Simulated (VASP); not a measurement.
# GaN (F-43m) in VASP: G0W0 quasiparticle levels with LDA

Aim: the G0W0 quasiparticle levels of GaN with LDA.

All numbers are computed with VASP 6.6.1; they aren't measurements. Logs are shortened: lines on timing, memory, paths and dates and some standing lists are left out, and cuts for length are marked.

## (1) The cell of the first run

Symmetry: F-43m, No. 216, cubic system. Conventional cell: a = 4.507 Å, b = 4.507 Å, c = 4.507 Å, α = 90.00°, β = 90.00°, γ = 90.00°. Within 2.6 Å of Ga (site symmetry -43m) lie 4 N at 1.95 Å. Within 2.6 Å of N (site symmetry -43m) lie 4 Ga at 1.95 Å.

## (2) G0W0 quasiparticle levels, LDA

Contents of POSCAR:

```
GaN
1.0
    0.0000000000      2.2535006100      2.2535006100
    2.2535006100      0.0000000000      2.2535006100
    2.2535006100      2.2535006100      0.0000000000
Ga N
1 1
Direct
    0.0000000000      0.0000000000      0.0000000000
    0.7500000000      0.7500000000      0.7500000000
```

Contents of INCAR.step1:

```
PREC     = Accurate       # precision mode
ENCUT    = 500            # plane-wave cutoff, eV
EDIFF    = 1E-8           # SCF threshold, eV
ISMEAR   = 0              # smearing method
SIGMA    = 0.01           # smearing width, eV
LREAL    = False          # projectors in reciprocal space
LASPH    = True           # aspherical terms in the spheres
NELM     = 80             # most SCF steps
ALGO     = Normal         # electronic algorithm
LWAVE    = True           # write WAVECAR
LCHARG   = False          # write CHGCAR
```

Contents of INCAR.step2:

```
PREC     = Accurate       # precision mode
ENCUT    = 500            # plane-wave cutoff, eV
EDIFF    = 1E-8           # SCF threshold, eV
ISMEAR   = 0              # smearing method
SIGMA    = 0.01           # smearing width, eV
LREAL    = False          # projectors in reciprocal space
LASPH    = True           # aspherical terms in the spheres
NELM     = 1              # most SCF steps
ALGO     = Exact          # electronic algorithm
LWAVE    = True           # write WAVECAR
LCHARG   = False          # write CHGCAR
NBANDS   = 109            # bands
LOPTICS  = True           # frequency-dependent dielectric function
ISTART   = 1
```

Contents of INCAR.step3:

```
PREC     = Accurate       # precision mode
ENCUT    = 500            # plane-wave cutoff, eV
EDIFF    = 1E-8           # SCF threshold, eV
ISMEAR   = 0              # smearing method
SIGMA    = 0.01           # smearing width, eV
LREAL    = False          # projectors in reciprocal space
LASPH    = True           # aspherical terms in the spheres
ALGO     = EVGW0          # electronic algorithm
LWAVE    = False          # write WAVECAR
LCHARG   = False          # write CHGCAR
NELMGW   = 1            
NBANDS   = 109            # bands
ENCUTGW  = 150.0          # cutoff of the response function
NOMEGA   = 48             # frequency points
PRECFOCK = Fast         
ISTART   = 1            
NBANDSGW = 17
```

Contents of KPOINTS:

```
Automatic mesh
0
Gamma
  4 4 4
```

Potentials or basis: VASP PAW LDA potentials, release 64 (Ga_d_GW, N_GW).

On the command line:

```bash
$ cat potpaw_LDA.64/Ga_d_GW/POTCAR potpaw_LDA.64/N_GW/POTCAR > POTCAR
$ cp INCAR.step1 INCAR
$ mpirun -np 1 vasp_std > vasp.out
$ cp INCAR.step2 INCAR
$ mpirun -np 1 vasp_std > vasp.out
$ cp INCAR.step3 INCAR
$ mpirun -np 1 vasp_std > vasp.out
```

OUTCAR:

```text
PREC = Accurate
   ENCUT = 500
   EDIFF = 1E-8
   ISMEAR = 0
   LREAL = False
   LASPH = True
   NELMGW = 1
   ENCUTGW = 150.0
   PRECFOCK = Fast
   ISTART = 1

 ion  position               nearest neighbor table
   1  0.000  0.000  0.000-   2 1.95   2 1.95   2 1.95   2 1.95
   2  0.750  0.750  0.750-   1 1.95   1 1.95   1 1.95   1 1.95

  LATTYP: Found a face centered cubic cell.
 ALAT       =     4.5070012200

  Lattice vectors:

 A1 = (   0.0000000000,   2.2535006100,   2.2535006100)
 A2 = (   2.2535006100,   0.0000000000,   2.2535006100)
 A3 = (   2.2535006100,   2.2535006100,   0.0000000000)

Analysis of symmetry for initial positions (statically):
=====================================================================
 Subroutine PRICEL returns:
 Original cell was already a primitive cell.

 Routine SETGRP: Setting up the symmetry group for a
 face centered cubic supercell.

 Subroutine GETGRP returns: Found 24 space group operations
 (whereof 24 operations were pure point group operations)
 out of a pool of 48 trial point group operations.

The static configuration has the point symmetry T_d .

Analysis of symmetry for dynamics (positions and initial velocities):
=====================================================================
 Subroutine PRICEL returns:
 Original cell was already a primitive cell.

 Routine SETGRP: Setting up the symmetry group for a
 face centered cubic supercell.

 Subroutine GETGRP returns: Found 24 space group operations
 (whereof 24 operations were pure point group operations)
 out of a pool of 48 trial point group operations.

The dynamic configuration has the point symmetry T_d .

 Subroutine INISYM returns: Found 24 space group operations
 (whereof 24 operations are pure point group operations),
 and found     1 'primitive' translations

----------------------------------------------------------------------------------------

                                     Primitive cell

  volume of cell :      22.8877

  direct lattice vectors                    reciprocal lattice vectors
     0.000000000  2.253500610  2.253500610    -0.221877020  0.221877020  0.221877020
     2.253500610  0.000000000  2.253500610     0.221877020 -0.221877020  0.221877020
     2.253500610  2.253500610  0.000000000     0.221877020  0.221877020 -0.221877020

  length of vectors
     3.186931125  3.186931125  3.186931125     0.384302272  0.384302272  0.384302272

  position of ions in fractional coordinates (direct lattice)
     0.000000000  0.000000000  0.000000000
     0.750000000  0.750000000  0.750000000

  ion indices of the primitive-cell ions
   primitive index   ion index
                 1           1
                 2           2

----------------------------------------------------------------------------------------

 KPOINTS: Automatic mesh

Automatic generation of k-mesh.
 Grid dimensions read from file:
 generate k-points for:    4    4    4

 Generating k-lattice:

  Cartesian coordinates                     Fractional coordinates (reciprocal lattice)
    -0.055469255  0.055469255  0.055469255     0.250000000  0.000000000  0.000000000
     0.055469255 -0.055469255  0.055469255     0.000000000  0.250000000  0.000000000
     0.055469255  0.055469255 -0.055469255     0.000000000  0.000000000  0.250000000

  Length of vectors
     0.096075568  0.096075568  0.096075568

  Shift w.r.t. Gamma in fractional coordinates (k-lattice)
     0.000000000  0.000000000  0.000000000

 Subroutine IBZKPT returns following result:
 ===========================================

 Found      8 irreducible k-points:

 Following reciprocal coordinates:
            Coordinates               Weight
  0.000000  0.000000  0.000000      1.000000
  0.250000  0.000000  0.000000      8.000000
  0.500000  0.000000  0.000000      4.000000
  0.250000  0.250000  0.000000      6.000000
  0.500000  0.250000  0.000000     24.000000
 -0.250000  0.250000  0.000000     12.000000
  0.500000  0.500000  0.000000      3.000000
 -0.250000  0.500000  0.250000      6.000000
   k-points           NKPTS =      8   k-points in BZ     NKDIM =     64   number of bands    NBANDS=    109
   number of dos      NEDOS =    301   number of ions     NIONS =      2
   total plane-waves  NPLWV =  13824
   dimension x,y,z NGX =    24 NGY =   24 NGZ =   24
   dimension x,y,z NGXF=    48 NGYF=   48 NGZF=   48
   ions per type =               1   1
   NGX,Y,Z   is equivalent  to a cutoff of  12.52, 12.52, 12.52 a.u.
   NGXF,Y,Z  is equivalent  to a cutoff of  25.04, 25.04, 25.04 a.u.
 SYSTEM =  unknown system
   PREC   = accura    normal or accurate (medium, high low for compatibility)
   ISTART =      1    job   : 0-new  1-cont  2-samecut
   ICHARG =      0    charge: 1-file 2-atom 10-const
   ISPIN  =      1    spin polarized calculation?
   LNONCOLLINEAR =      F non collinear calculations
   LSORBIT =      F    spin-orbit coupling
   LASPH  =      T    aspherical Exc in radial PAW
   ENCUT  =  500.0 eV  36.75 Ry    6.06 a.u.   5.81  5.81  5.81*2*pi/ulx,y,z
   NELM   =     60;   NELMIN=  2; NELMDL=  0     # of ELM steps
   EDIFF  = 0.1E-07   stopping-criterion for ELM
   LREAL  =      F    real-space projection
   EDIFFG = 0.1E-06   stopping-criterion for IOM
   NSW    =      0    number of steps for IOM
   IBRION =     -1    ionic relax: 0-MD 1-quasi-New 2-CG
   NFREE  =      0    steps in history (QN), initial steepest desc. (CG)
   ISIF   =      0    stress and relaxation
   ISYM   =      3    0-nonsym 1-usesym 2-fastsym
   POTIM  = 0.5000    time-step for ionic-motion
   TEBEG  =    0.0;   TEEND  =   0.0 temperature during run
   PSTRESS=    0.0 pullay stress
   NELECT =      18.0000    total number of electrons
   NUPDOWN=      -1.0000    fix difference up-down
   EMIN   =  10.00;   EMAX   =-10.00  energy-range for DOS
   EFERMI =   0.00;   METHOD = LEGACY
   ISMEAR =     0;   SIGMA  =   0.01  broadening in eV -4-tet -1-fermi 0-gaus
   EFERMI_NEDOS =   21; number of points for ismear=-14 and -15
   IALGO  =     38    algorithm
   IMIX   =      4    mixing-type and parameters
     AMIX     =   0.40;   BMIX     =  1.00
     AMIX_MAG =   1.60;   BMIX_MAG =  1.00
  volume/ion in A,a.u.               =      11.44        77.23
  Fermi-wavevector in a.u.,A,eV,Ry     =   1.511117  2.855596 31.068543  2.283473
  Thomas-Fermi vector in A             =   2.621216
   LORBIT       =      0    0 simple, 1 ext, 2 COOP (PROOUT), +10 PAW based schemes
   GGA     = CA    functional components
   LHFCALC =     T    Hartree Fock is set to
   PRECFOCK=fast      Normal, Fast or Accurate (Low or Medium for compatibility)
   ENCUT4O =  -1.0   cutoff for four orbital integrals eV
   NKREDX  =     1    reduce k-point grid by
   NKREDY  =     1    reduce k-point grid by
   NKREDZ  =     1    reduce k-point grid by
   AEXX    =    1.0000 exact exchange contribution
   HFSCREEN=    0.0000 screening length (either q_TF or 0.3 A-1)
   HFSCREENC=   0.0000 screening length for correlation (either q_TF or 0.3 A-1)
   ENCUTFOCK=  -1.0 apply spherical cutoff to Coloumb kernel
   IVDW    =     0    specifies the selected vdW correction
   LEPSILON=     F    determine dielectric tensor
   LRPA    =     F    only Hartree local field effects (RPA)
   LRPAFORCE           =     F    calculate RPA forces
   ENCUTGW             = 150.0    cutoff for response function in eV
   ENCUTGWSOFT         = 120.0    soft cutoff for Coulomb kernel in GW response function in eV
   ENCUTLF             =  -1.0    cutoff for local field effects
   NELMGW              =     1    number of iterations in solving QP/BSE equation
   NELMHF              =     1    number of iterations in the inner HF iteration
   NKREDLFX            =     1    NKREDLFY  =   1   NKREDLFZ  =   1
 non-spin polarized calculation
 Gauss-broadening in eV      SIGMA  =   0.01
  energy-cutoff  :      500.00
  volume of cell :       22.89
 maximum number of plane-waves:       604
  NGX = 14; NGY = 14; NGZ = 14
   NGX = 11   NGY = 11   NGZ = 11
 maximum number of plane-waves:       113
 NGX is ok and might be reduce to    14

 QP shifts <psi_nk| G(iteration)W_0 |psi_nk>: iteration 1
 for sc-GW calculations column KS-energies equals QP-energies in previous step
 and V_xc(KS)=  KS-energies - (<T + V_ion + V_H > + <T+V_H+V_ion>^1  + <V_x>^1)

 k-point   1 :       0.0000    0.0000    0.0000
  band No.  KS-energies  QP-energies   sigma(KS)   V_xc(KS)     V^pw_x(r,r')   Z            occupation Imag(sigma)

      1     -10.9342     -11.9230     -16.3010     -14.8019     -24.3486       0.6596       2.0000       1.0851
      2      -8.7735     -11.4150     -25.3363     -21.6590     -34.7740       0.7183       2.0000       0.2583
      3      -8.7735     -11.4150     -25.3363     -21.6590     -34.7740       0.7183       2.0000       0.2583
      4      -8.7735     -11.4150     -25.3363     -21.6590     -34.7740       0.7183       2.0000       0.2583
      5      -8.4610     -11.2037     -25.7520     -21.9661     -35.1501       0.7245       2.0000       0.1983
      6      -8.4610     -11.2037     -25.7520     -21.9661     -35.1501       0.7245       2.0000       0.1983
[... 9 lines left out ...]
     16      23.4467      24.0330      -9.4393     -10.1950      -2.9933       0.7758       0.0000      -0.6829
     17      23.4467      24.0330      -9.4393     -10.1950      -2.9933       0.7758       0.0000      -0.6829

 k-point   2 :       0.2500    0.0000    0.0000
  band No.  KS-energies  QP-energies   sigma(KS)   V_xc(KS)     V^pw_x(r,r')   Z            occupation Imag(sigma)

      1     -10.4121     -11.6972     -18.2677     -16.3706     -26.5696       0.6774       2.0000       0.9222
      2      -8.7137     -11.3717     -25.4159     -21.7241     -34.8597       0.7200       2.0000       0.2541
      3      -8.7137     -11.3717     -25.4159     -21.7241     -34.8597       0.7200       2.0000       0.2541
      4      -8.4563     -11.2026     -25.7526     -21.9699     -35.1613       0.7260       2.0000       0.2013
      5      -8.4563     -11.2026     -25.7526     -21.9699     -35.1613       0.7260       2.0000       0.2013
      6      -8.3664     -10.7129     -23.6300     -20.3680     -32.5986       0.7194       2.0000       0.3772
[... 9 lines left out ...]
     16      21.4931      22.2234     -10.3771     -11.3178      -4.5312       0.7763       0.0000      -0.3793
     17      27.1766      28.2395     -10.2297     -11.5890      -3.1665       0.7820       0.0000      -0.9575

 k-point   3 :       0.5000    0.0000    0.0000
  band No.  KS-energies  QP-energies   sigma(KS)   V_xc(KS)     V^pw_x(r,r')   Z            occupation Imag(sigma)
[... 85 lines left out ...]
      1      -9.9825     -11.9432     -22.1456     -19.3483     -31.1614       0.7010       2.0000       0.5895
      2      -8.6942     -11.3504     -25.1596     -21.4766     -34.4569       0.7212       2.0000       0.2315
      3      -8.4748     -11.1949     -25.7881     -22.0351     -35.2937       0.7248       2.0000       0.2410
      4      -8.4748     -11.1949     -25.7881     -22.0351     -35.2937       0.7248       2.0000       0.2410
      5      -8.3851     -11.1448     -25.8470     -22.0578     -35.2791       0.7283       2.0000       0.2000
      6      -6.5425      -8.2843     -21.3819     -18.9515     -29.4348       0.7167       2.0000       0.5342
[... 9 lines left out ...]
     16      29.4404      30.5289     -10.4606     -11.8373      -4.1595       0.7906       0.0000      -0.6922
     17      30.2130      31.3689     -10.7803     -12.2285      -4.2298       0.7981       0.0000      -0.8828

 k-point   8 :      -0.2500    0.5000    0.2500
  band No.  KS-energies  QP-energies   sigma(KS)   V_xc(KS)     V^pw_x(r,r')   Z            occupation Imag(sigma)

      1      -9.9744     -11.9029     -22.0316     -19.2673     -31.0234       0.6977       2.0000       0.6002
      2      -8.6306     -11.3018     -25.3492     -21.6488     -34.7060       0.7219       2.0000       0.2308
      3      -8.6048     -11.3080     -25.5809     -21.8404     -35.0443       0.7227       2.0000       0.2391
      4      -8.4514     -11.1888     -25.7678     -21.9954     -35.2139       0.7256       2.0000       0.2157
      5      -8.4514     -11.1888     -25.7678     -21.9954     -35.2139       0.7256       2.0000       0.2157
      6      -6.2535      -8.0539     -22.0684     -19.5555     -30.2428       0.7165       2.0000       0.5054
[... 9 lines left out ...]
     16      28.1989      29.3975     -12.1710     -13.7356      -4.6541       0.7660       0.0000      -1.1339
     17      28.7949      29.8624     -11.1500     -12.4979      -4.4542       0.7920       0.0000      -0.9593
```

Run time: 54 s. Hardware: 1 thread of Intel Xeon 6975P-C, shared host; peak memory 0.23 GiB.

What came out:

```
Band gap on the k mesh, mean-field level : 1.73 eV, direct
Quasiparticle gap                        : 2.83 eV
Least direct quasiparticle gap           : 2.83 eV
```

Caveat: the k points lie up to 0.60 Å⁻¹ apart; bands, screening cutoff and mesh are small and nothing is extrapolated, so the quasiparticle values aren't converged.
